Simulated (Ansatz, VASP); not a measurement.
# One calculation of Pt4Au, two programs

The input INCAR:

```
SYSTEM = Pt4Au
ALGO = Normal
DIPOL = 0.5 0.5 0.500
EDIFF = 1E-6
ENCUT = 520
GGA = PS
IDIPOL = 3
ISIF = 2
ISMEAR = -1
LASPH = .True.
LCHARG = .False.
LDIPOL = .True.
LREAL = .False.
LWAVE = .False.
NBANDS = 34
NELM = 80
PREC = Accurate
SIGMA = 0.1
```

KPOINTS

```
k-points
0
Gamma
  12 9 1
  0 0 0
```

Contents of POSCAR:

```
Pt4Au
1.0
    2.7716650196      0.0000000000      0.0000000000
    0.0000000000      3.9197262610      0.0000000000
    0.0000000000      0.0000000000     21.5433000000
Au Pt
1 4
Direct
    0.0000000000      0.0000000000      0.3775261929
    0.5000000000      0.5000000000      0.4317546603
    0.0000000000      0.0000000000      0.5000000018
    0.5000000000      0.5000000000      0.5682453384
    0.0000000000      0.0000000000      0.6224738066
```

Input for Ansatz:

```yaml
crystal:
  lattice:
    - [2.7716650196, 0.0, 0.0]
    - [0.0, 3.919726261, 0.0]
    - [0.0, 0.0, 21.5433]
  atoms:
    - { symbol: Au, position: [0.0, 0.0, 0.3775261929] }
    - { symbol: Pt, position: [0.5, 0.5, 0.4317546603] }
    - { symbol: Pt, position: [0.0, 0.0, 0.5000000018] }
    - { symbol: Pt, position: [0.5, 0.5, 0.5682453384] }
    - { symbol: Pt, position: [0.0, 0.0, 0.6224738066] }
kpoints:
  mp_grid: { grid: [12, 9, 1] }
scf:
  occupations: { method: fermi_dirac, width: 0.1 }
hamiltonian:
  xc: pbesol
  pseudopotentials: { kind: paw }
output:
  forces: true
  stress: true
  eigenvalues: true
efield:
  axis: 3
  amplitude: 0
  dipole_correction: true
```

Alike in both runs: task single point; functional PBEsol; k mesh 12 × 9 × 1; occupations fermi-dirac, width 0.1 eV; no spin polarisation.

|  | VASP | Ansatz |
| --- | --- | --- |
| version | VASP 6.6.1 | Ansatz 0.2.0 |
| potentials or method | VASP PAW PBE potentials, release 64 (Au, Pt) | PAW with Ansatz's default frozen-core files, scalar-relativistic |
| plane-wave cutoff (eV) | 520 | 420 |
| valence electrons in the cell | 51 | 91 |

|  | VASP | Ansatz | Ansatz less VASP |
| --- | --- | --- | --- |
| rms of the force components (eV/Å) | 0.477 | 0.480 | +0.0035 |

VASP's potentials were made for PBE, not for PBEsol. Atom by atom the forces differ by 0.008 eV/Å (rms over components). The functional is the same, so the differences come from potentials, cutoffs and numerics. VASP's potentials hold 51 valence electrons a cell and Ansatz's 91, so a difference there can come from the potentials and not from the codes.

Spin-orbit coupling is off throughout.
